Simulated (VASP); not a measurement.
# CO2 (Fd-3m) in VASP: notebook

CO2 is run at these levels: PBE; tasks: relaxation of cell and atoms, single point.

Everything below comes from runs of VASP 6.6.1. Logs are shortened: lines on timing, memory, paths and dates and some standing lists are left out, and cuts for length are marked.

## 1. The cell of the first run

It takes space group Fd-3m (No. 227, cubic). Conventional cell: a = 6.627 Å, b = 6.627 Å, c = 6.627 Å, α = 90.00°, β = 90.00°, γ = 90.00°. Within 3.6 Å of C (site symmetry -43m) lie 12 O at 2.75 Å and 4 C at 2.87 Å. O (site symmetry -3m) has 6 O at 2.34 Å and 6 C at 2.75 Å within 3.1 Å.

## 2. Relaxation of cell and atoms, PBE, collinear spin, ferrimagnetic start

Input file INCAR:

```
SYSTEM = CO2
PREC = Accurate ; ENCUT = 600
EDIFF = 1E-7 ; ISMEAR = 0
SIGMA = 0.1 ; LREAL = .FALSE.
LASPH = .TRUE. ; NELM = 150
ALGO = Normal ; ISIF = 3
LWAVE = .FALSE. ; LCHARG = .FALSE.
ISPIN = 2 ; MAGMOM = -1.1 -1.1 1.69 1.69 1.69 1.69
LORBIT = 11 ; GGA = PE
IBRION = 2 ; NSW = 90
EDIFFG = -0.04
```

Input file KPOINTS:

```
Automatic mesh
0
G
  4 4 4
  0 0 0
```

Input file POSCAR:

```
CO2
1.0
    0.0000000000      3.3135542737      3.3135542737
    3.3135542737      0.0000000000      3.3135542737
    3.3135542737      3.3135542737      0.0000000000
C O
2 4
Direct
    0.0000000000      0.0000000000      0.0000000000
    0.2500000000      0.2500000000      0.2500000000
    0.6250000000      0.6250000000      0.6250000000
    0.1250000000      0.6250000000      0.6250000000
    0.6250000000      0.6250000000      0.1250000000
    0.6250000000      0.1250000000      0.6250000000
```

Potentials or basis: VASP PAW PBE potentials, release 64 (C, O).

Run with:

```
> cat potpaw_PBE.64/C/POTCAR potpaw_PBE.64/O/POTCAR > POTCAR
> mpirun -np 1 vasp_std > vasp.out
```

OUTCAR:

```text
SYSTEM = CO2
   PREC = Accurate
   ENCUT = 600
   EDIFF = 1E-7
   ISMEAR = 0
   LREAL = .FALSE.
   LASPH = .TRUE.
   NELM = 150
   ISIF = 3
   ISPIN = 2
   LORBIT = 11
   GGA = PE
   IBRION = 2
   NSW = 90
   EDIFFG = -0.04

 ion  position               nearest neighbor table
   1  0.000  0.000  0.000-
   2  0.250  0.250  0.250-
   3  0.625  0.625  0.625-
   4  0.125  0.625  0.625-
   5  0.625  0.625  0.125-
   6  0.625  0.125  0.625-

  LATTYP: Found a face centered cubic cell.
 ALAT       =     6.6271085474

  Lattice vectors:

 A1 = (   0.0000000000,   3.3135542737,   3.3135542737)
 A2 = (   3.3135542737,   0.0000000000,   3.3135542737)
 A3 = (   3.3135542737,   3.3135542737,   0.0000000000)

Analysis of symmetry for initial positions (statically):
=====================================================================
 Subroutine PRICEL returns:
 Original cell was already a primitive cell.

 Routine SETGRP: Setting up the symmetry group for a
 face centered cubic supercell.

 Subroutine GETGRP returns: Found 48 space group operations
 (whereof 24 operations were pure point group operations)
 out of a pool of 48 trial point group operations.

The static configuration has the point symmetry T_d .
 The point group associated with its full space group is O_h .

Analysis of symmetry for dynamics (positions and initial velocities):
=====================================================================
 Subroutine PRICEL returns:
 Original cell was already a primitive cell.

 Routine SETGRP: Setting up the symmetry group for a
 face centered cubic supercell.

 Subroutine GETGRP returns: Found 48 space group operations
 (whereof 24 operations were pure point group operations)
 out of a pool of 48 trial point group operations.

The dynamic configuration has the point symmetry T_d .
 The point group associated with its full space group is O_h .

Analysis of structural, dynamic, and magnetic symmetry:
=====================================================================
 Subroutine PRICEL returns:
 Original cell was already a primitive cell.

 Routine SETGRP: Setting up the symmetry group for a
 face centered cubic supercell.

 Subroutine GETGRP returns: Found 48 space group operations
 (whereof 24 operations were pure point group operations)
 out of a pool of 48 trial point group operations.

The overall configuration has the point symmetry T_d .
 The point group associated with its full space group is O_h .

 Subroutine INISYM returns: Found 48 space group operations
 (whereof 24 operations are pure point group operations),
 and found     1 'primitive' translations

----------------------------------------------------------------------------------------

                                     Primitive cell

  volume of cell :      72.7633

  direct lattice vectors                    reciprocal lattice vectors
     0.000000000  3.313554274  3.313554274    -0.150895371  0.150895371  0.150895371
     3.313554274  0.000000000  3.313554274     0.150895371 -0.150895371  0.150895371
     3.313554274  3.313554274  0.000000000     0.150895371  0.150895371 -0.150895371

  length of vectors
     4.686073394  4.686073394  4.686073394     0.261358448  0.261358448  0.261358448

  position of ions in fractional coordinates (direct lattice)
     0.000000000  0.000000000  0.000000000
     0.250000000  0.250000000  0.250000000
     0.625000000  0.625000000  0.625000000
     0.125000000  0.625000000  0.625000000
     0.625000000  0.625000000  0.125000000
     0.625000000  0.125000000  0.625000000

  ion indices of the primitive-cell ions
   primitive index   ion index
                 1           1
                 2           2
                 3           3
                 4           4
                 5           5
                 6           6

----------------------------------------------------------------------------------------

 KPOINTS: Automatic mesh

Automatic generation of k-mesh.
 Grid dimensions read from file:
 generate k-points for:    4    4    4

 Generating k-lattice:

  Cartesian coordinates                     Fractional coordinates (reciprocal lattice)
    -0.037723843  0.037723843  0.037723843     0.250000000  0.000000000  0.000000000
     0.037723843 -0.037723843  0.037723843     0.000000000  0.250000000  0.000000000
     0.037723843  0.037723843 -0.037723843     0.000000000  0.000000000  0.250000000

  Length of vectors
     0.065339612  0.065339612  0.065339612

  Shift w.r.t. Gamma in fractional coordinates (k-lattice)
     0.000000000  0.000000000  0.000000000

 Subroutine IBZKPT returns following result:
 ===========================================

 Found      8 irreducible k-points:

 Following reciprocal coordinates:
            Coordinates               Weight
  0.000000  0.000000  0.000000      1.000000
  0.250000  0.000000  0.000000      8.000000
  0.500000  0.000000  0.000000      4.000000
  0.250000  0.250000  0.000000      6.000000
  0.500000  0.250000  0.000000     24.000000
 -0.250000  0.250000  0.000000     12.000000
  0.500000  0.500000  0.000000      3.000000
 -0.250000  0.500000  0.250000      6.000000
   k-points           NKPTS =      8   k-points in BZ     NKDIM =      8   number of bands    NBANDS=     22
   number of dos      NEDOS =    301   number of ions     NIONS =      6
   total plane-waves  NPLWV =  64000
   dimension x,y,z NGX =    40 NGY =   40 NGZ =   40
   dimension x,y,z NGXF=    80 NGYF=   80 NGZF=   80
   ions per type =               2   4
   NGX,Y,Z   is equivalent  to a cutoff of  14.19, 14.19, 14.19 a.u.
   NGXF,Y,Z  is equivalent  to a cutoff of  28.38, 28.38, 28.38 a.u.
 SYSTEM =  CO2
   PREC   = accura    normal or accurate (medium, high low for compatibility)
   ISTART =      0    job   : 0-new  1-cont  2-samecut
   ICHARG =      2    charge: 1-file 2-atom 10-const
   ISPIN  =      2    spin polarized calculation?
   LNONCOLLINEAR =      F non collinear calculations
   LSORBIT =      F    spin-orbit coupling
   LASPH  =      T    aspherical Exc in radial PAW
   ENCUT  =  600.0 eV  44.10 Ry    6.64 a.u.   9.36  9.36  9.36*2*pi/ulx,y,z
   NELM   =    150;   NELMIN=  2; NELMDL= -5     # of ELM steps
   EDIFF  = 0.1E-06   stopping-criterion for ELM
   LREAL  =      F    real-space projection
   EDIFFG = -.4E-01   stopping-criterion for IOM
   NSW    =     90    number of steps for IOM
   IBRION =      2    ionic relax: 0-MD 1-quasi-New 2-CG
   NFREE  =      1    steps in history (QN), initial steepest desc. (CG)
   ISIF   =      3    stress and relaxation
   ISYM   =      2    0-nonsym 1-usesym 2-fastsym
   POTIM  = 0.5000    time-step for ionic-motion
   TEBEG  =    0.0;   TEEND  =   0.0 temperature during run
   PSTRESS=    0.0 pullay stress
   NELECT =      32.0000    total number of electrons
   NUPDOWN=      -1.0000    fix difference up-down
   EMIN   =  10.00;   EMAX   =-10.00  energy-range for DOS
   EFERMI =   0.00;   METHOD = LEGACY
   ISMEAR =     0;   SIGMA  =   0.10  broadening in eV -4-tet -1-fermi 0-gaus
   EFERMI_NEDOS =   21; number of points for ismear=-14 and -15
   IALGO  =     38    algorithm
   IMIX   =      4    mixing-type and parameters
     AMIX     =   0.40;   BMIX     =  1.00
     AMIX_MAG =   1.60;   BMIX_MAG =  1.00
  volume/ion in A,a.u.               =      12.13        81.84
  Fermi-wavevector in a.u.,A,eV,Ry     =   1.244956  2.352626 21.087886  1.549916
  Thomas-Fermi vector in A             =   2.379200
   LORBIT       =     11    0 simple, 1 ext, 2 COOP (PROOUT), +10 PAW based schemes
   GGA     = PE    functional components
   LHFCALC =     F    Hartree Fock is set to
   AEXX    =    0.0000 exact exchange contribution
   IVDW    =     0    specifies the selected vdW correction
   LEPSILON=     F    determine dielectric tensor
   LRPA    =     F    only Hartree local field effects (RPA)
 conjugate gradient relaxation of ions
 spin polarized calculation
 Gauss-broadening in eV      SIGMA  =   0.10
  energy-cutoff  :      600.00
  volume of cell :       72.76
 maximum number of plane-waves:      2452
 NGX is ok and might be reduce to    40
   NGX = 19   NGY = 19   NGZ = 19

--------------------------------------- Ionic step        1  -------------------------------------------

 number of electron      32.0000005 magnetization       4.0000765

 Free energy of the ion-electron system (eV)
  ---------------------------------------------------
  ext. energy  EPLUGINS =         0.00000000
  ---------------------------------------------------
  free energy    TOTEN  =       -17.21252518 eV

  energy without entropy =      -17.18632627  energy(sigma->0) =      -17.19942573

 E-fermi :   0.1775     XC(G=0):  -9.9101

 val. band max:        0.1760153540   @ k =   0.5000   0.2500   0.0000
 cond. band min:       0.2502098175   @ k =   0.5000   0.5000   0.0000
 fundamental gap:      0.0741944635
 Fermi energy:         0.1774686990

 spin component 1

 k-point     1 :       0.0000    0.0000    0.0000
  band No.  band energies     occupation
      1     -19.3720      1.00000
      2     -16.9805      1.00000
      3     -16.9805      1.00000
      4     -16.9805      1.00000
      5      -8.2292      1.00000
      6      -6.6042      1.00000
[... 967 lines left out ...]
--------------------------------------- Ionic step        5  -------------------------------------------

 number of electron      31.9999998 magnetization      -0.0000264

 number of electron      31.9999998 magnetization       0.0003042

 Free energy of the ion-electron system (eV)
  ---------------------------------------------------
  ext. energy  EPLUGINS =         0.00000000
  ---------------------------------------------------
  free energy    TOTEN  =       -17.99939445 eV

  energy without entropy =      -17.94466974  energy(sigma->0) =      -17.97203210

 E-fermi :   2.9723     XC(G=0): -11.5841

 val. band max:        2.9486135741   @ k =   0.2500   0.0000   0.0000
 cond. band min:       2.9775091825   @ k =  -0.2500   0.2500   0.0000
 fundamental gap:      0.0288956084
 Fermi energy:         2.9722793793

 spin component 1

 k-point     1 :       0.0000    0.0000    0.0000
  band No.  band energies     occupation
      1     -17.9331      1.00000
      2     -13.2597      1.00000
      3     -13.2597      1.00000
      4     -13.2597      1.00000
      5      -6.6783      1.00000
      6      -5.2212      1.00000
[... 425 lines left out ...]
  FREE ENERGIE OF THE ION-ELECTRON SYSTEM (eV)
  ---------------------------------------------------
  free  energy   TOTEN  =       -17.9993944537 eV

  energy  without entropy=      -17.9446697438  energy(sigma->0) =      -17.97203210

 reached required accuracy - stopping structural energy minimisation

 total charge

# of ion       s       p       d       tot
------------------------------------------
    1        1.134   0.752   0.000   1.886
    2        1.134   0.752   0.000   1.886
    3        1.661   2.979   0.000   4.640
    4        1.661   2.979   0.000   4.640
    5        1.661   2.979   0.000   4.640
    6        1.661   2.979   0.000   4.640
--------------------------------------------------
tot          8.914  13.417   0.000  22.331

 magnetization (x)

# of ion       s       p       d       tot
------------------------------------------
    1        0.000   0.000   0.000   0.000
    2        0.000   0.000   0.000   0.000
    3       -0.000  -0.000   0.000  -0.000
    4       -0.000  -0.000   0.000  -0.000
    5       -0.000  -0.000   0.000  -0.000
    6       -0.000  -0.000   0.000  -0.000
--------------------------------------------------
tot          0.000  -0.000   0.000  -0.000
```

Run time: 3.3 min. Hardware: 1 thread of Intel Xeon 6975P-C (Granite Rapids), shared host; peak memory 0.28 GiB.

What came out:

```yaml
Free_energy: -17.9994 eV
Relaxed_volume: 8.86 Å³/atom
Relaxed_cell: a = 4.221 Å, b = 4.221 Å, c = 4.221 Å, α = 60.00°, β = 60.00°, γ = 60.00°
Space_group_after_relaxing_to_0.1_Å: Fd-3m (No. 227)
Energy_gained_by_relaxing: 131.1 meV/atom
Ionic_steps: 5
Pressure_after_relaxing: -0.6 GPa
Band_gap_on_the_k_mesh: zero (filled and empty bands overlap)
Net_moment: 0.00 μB per cell
Valence_electrons_inside_the_program's_atomic_spheres: C 1.89; O 4.64
```

The path:
| step | energy change (eV) | largest force (eV/Å) | pressure (GPa) | volume (Å³) |
| --- | --- | --- | --- | --- |
| 1 | 0.0000 | 0.0000 | -8.39 | 72.76 |
| 2 | -0.3005 | 0.0000 | -11.14 | 66.28 |
| 3 | -0.6624 | 0.0000 | 11.21 | 49.15 |
| 4 | -0.7183 | 0.0000 | -6.70 | 56.05 |
| 5 | -0.7869 | 0.0000 | -0.65 | 53.18 |

Final structure:
```
C O
1.0
     0.00000    2.98472    2.98472
     2.98472    0.00000    2.98472
     2.98472    2.98472    0.00000
C O
2 4
Cartesian
  0.0000 0.0000 0.0000
  1.4924 1.4924 1.4924
  3.7309 3.7309 3.7309
  3.7309 2.2385 2.2385
  2.2385 2.2385 3.7309
  2.2385 3.7309 2.2385
```

Caveat: the k points lie up to 0.46 Å⁻¹ apart in the final cell, too coarse for converged energies and pressures of a metal; the volume moved by over 15 % at a fixed basis, so the end points are rough.

## 3. Relaxation of cell and atoms, PBE, collinear spin, ferromagnetic start

This run uses another cell than the first one, of 8.96 Å³/atom.

Input file INCAR:

```
ALGO = Normal ; EDIFF = 1E-6
EDIFFG = -0.04 ; ENCUT = 600
GGA = PE ; IBRION = 2
ISIF = 3 ; ISMEAR = 0
ISPIN = 2 ; LASPH = True
LCHARG = False ; LORBIT = 11
LREAL = False ; LWAVE = False
MAGMOM = 0 0 0.73 0.73 0.73 0.73 ; NELM = 150
NSW = 90 ; PREC = Accurate
SIGMA = 0.1
```

Input file KPOINTS:

```
k-points
0
Gamma
  6 6 6
```

Input file POSCAR:

```
CO2
1.0
    0.0000000000      2.9957198883      2.9957198883
    2.9957198883      0.0000000000      2.9957198883
    2.9957198883      2.9957198883      0.0000000000
C O
2 4
Direct
    0.5000000000      0.5000000000      0.5000000000
    0.7500000000      0.7500000000      0.7500000000
    0.1250000000      0.1250000000      0.1250000000
    0.6250000000      0.1250000000      0.1250000000
    0.1250000000      0.1250000000      0.6250000000
    0.1250000000      0.6250000000      0.1250000000
```

Potentials or basis: VASP PAW PBE potentials, release 64 (C, O).

Run with:

```
> cat potpaw_PBE.64/C/POTCAR potpaw_PBE.64/O/POTCAR > POTCAR
> mpirun -np 1 vasp_std > vasp.out
```

It took 59 s on 1 thread of Intel Xeon 6975P-C (Granite Rapids), shared host; peak memory 0.24 GiB.

The run converged. Its results:

| Property | Result |
| --- | --- |
| Free energy | -18.2153 eV |
| Relaxed volume | 8.73 Å³/atom |
| Relaxed cell | a = 4.199 Å, b = 4.199 Å, c = 4.199 Å, α = 60.00°, β = 60.00°, γ = 60.00° |
| Space group after relaxing (to 0.1 Å) | Fd-3m (No. 227) |
| Energy gained by relaxing | 2.6 meV/atom |
| Ionic steps | 2 |
| Pressure after relaxing | -0.2 GPa |
| Net moment | 1.31 μB per cell |
| Site moments | C +0.07; O +0.24 μB |
| Valence electrons inside the program's atomic spheres | C 1.89; O 4.64 |

The path:
```tsv
step	energy change (eV)	largest force (eV/Å)	pressure (GPa)	volume (Å³)
1	0.0000	0.0000	-3.26	53.77
2	-0.0158	0.0000	-0.15	52.36
```

Final structure:
```
CELL_PARAMETERS angstrom
0.00000 2.96940 2.96940
2.96940 0.00000 2.96940
2.96940 2.96940 0.00000
ATOMIC_POSITIONS crystal
C 0.50000 0.50000 0.50000
C 0.75000 0.75000 0.75000
O 0.12500 0.12500 0.12500
O 0.62500 0.12500 0.12500
O 0.12500 0.12500 0.62500
O 0.12500 0.62500 0.12500
```

Levels at points of the mesh, in eV from the Fermi level:
Spin up:
| k point | band 12 | band 13 | band 14 | band 15 | band 16 | band 17 | band 18 | band 19 | band 20 | band 21 |
| --- | --- | --- | --- | --- | --- | --- | --- | --- | --- | --- |
| (0.00, 0.00, 0.00) | -4.11 | -1.42 | -1.42 | -1.42 | 0.17 | 0.17 | 0.17 | 0.88 | 0.88 | 0.88 |
| (0.50, 0.00, 0.00) | -2.40 | -2.40 | -2.21 | -2.00 | -0.50 | 0.19 | 0.44 | 0.44 | 1.28 | 1.28 |
| (0.50, 0.50, 0.00) | -2.22 | -2.18 | -2.18 | -2.16 | -2.16 | 0.87 | 0.87 | 0.92 | 0.92 | 1.03 |
Spin down:
```csv
k point,band 12,band 13,band 14,band 15,band 16,band 17,band 18,band 19
"(0.00, 0.00, 0.00)",-3.59,-1.25,-1.25,-1.25,0.84,0.84,0.84,1.13
"(0.50, 0.00, 0.00)",-1.98,-1.94,-1.94,-1.49,-0.31,0.79,0.79,0.87
"(0.50, 0.50, 0.00)",-1.78,-1.75,-1.75,-1.58,-1.58,1.26,1.26,1.26
```

## 4. Single point, PBE, collinear spin, ferromagnetic start

This run uses another cell than the first one, of 8.72 Å³/atom.

Input file INCAR:

```
PREC = Accurate
ENCUT = 520
EDIFF = 1E-6
ISMEAR = 0
SIGMA = 0.1
LREAL = False
LASPH = True
NELM = 150
ALGO = Normal
ISIF = 2
LWAVE = False
LCHARG = False
ISPIN = 2
MAGMOM = 0 0 0.29 0.29 0.29 0.29
LORBIT = 11
GGA = PE
NBANDS = 29
```

Input file KPOINTS:

```
regular mesh
0
Gamma
  12 12 12
```

Input file POSCAR:

```
CO2
1.0
    0.0000000000      2.9680854774      2.9680854774
    2.9680854774      0.0000000000      2.9680854774
    2.9680854774      2.9680854774      0.0000000000
C O
2 4
Direct
    0.0000000000      0.0000000000      0.0000000000
    0.2500000000      0.2500000000      0.2500000000
    0.6250000000      0.6250000000      0.6250000000
    0.1250000000      0.6250000000      0.6250000000
    0.6250000000      0.6250000000      0.1250000000
    0.6250000000      0.1250000000      0.6250000000
```

Run with:

```
> cat potpaw_PBE.64/C/POTCAR potpaw_PBE.64/O/POTCAR > POTCAR
> mpirun -np 1 vasp_std > vasp.out
```

It took 5.1 min on 1 thread of AMD EPYC 7R13, shared host; peak memory 0.26 GiB.

It converged, with:

```
Free energy                                           : -18.1975 eV
Pressure                                              : -0.4 GPa
Band gap on the k mesh                                : zero (filled and empty bands overlap)
Net moment                                            : 0.00 μB per cell
Valence electrons inside the program's atomic spheres : C 1.90; O 4.64
```

Levels at points of the mesh, in eV from the Fermi level:
Spin up:
```csv
k point,band 13,band 14,band 15,band 16,band 17,band 18,band 19,band 20
"(0.00, 0.00, 0.00)",-1.35,-1.35,-1.35,0.45,0.45,0.45,0.98,0.98
"(0.50, 0.00, 0.00)",-2.22,-2.13,-1.79,-0.42,0.47,0.58,0.58,1.43
"(0.50, 0.50, 0.00)",-2.01,-2.01,-1.93,-1.93,1.04,1.04,1.09,1.09
```
Spin down:
```csv
k point,band 13,band 14,band 15,band 16,band 17,band 18,band 19,band 20
"(0.00, 0.00, 0.00)",-1.35,-1.35,-1.35,0.45,0.45,0.45,0.98,0.98
"(0.50, 0.00, 0.00)",-2.22,-2.13,-1.79,-0.42,0.47,0.58,0.58,1.43
"(0.50, 0.50, 0.00)",-2.01,-2.01,-1.93,-1.93,1.04,1.04,1.09,1.09
```

## 5. Overview

```csv
task,spin,cell,k mesh,cutoff (eV),gap on the mesh (eV),pressure (GPa),moment (μB)
relaxation of cell and atoms,"collinear, ferrimagnetic start","relaxed from a = 4.686 Å, angles 60.0°, 6 atoms",4 × 4 × 4,600,none,-0.6,0.00
relaxation of cell and atoms,"collinear, ferromagnetic start","relaxed from a = 4.237 Å, angles 60.0°, 6 atoms",6 × 6 × 6,600,none,-0.2,1.31
single point,"collinear, ferromagnetic start","a = 4.198 Å, angles 60.0°, 6 atoms",12 × 12 × 12,520,none,-0.4,0.00
```

Alike in all rows: level PBE; potentials or basis VASP PAW PBE potentials, release 64 (C, O); smearing gaussian 0.1 eV.

Caveats: some runs use coarse meshes; the volume moved by over 15 % at a fixed basis, so the end points are rough (at least some runs).

Absolute energies hang on the potentials; compare differences alone.
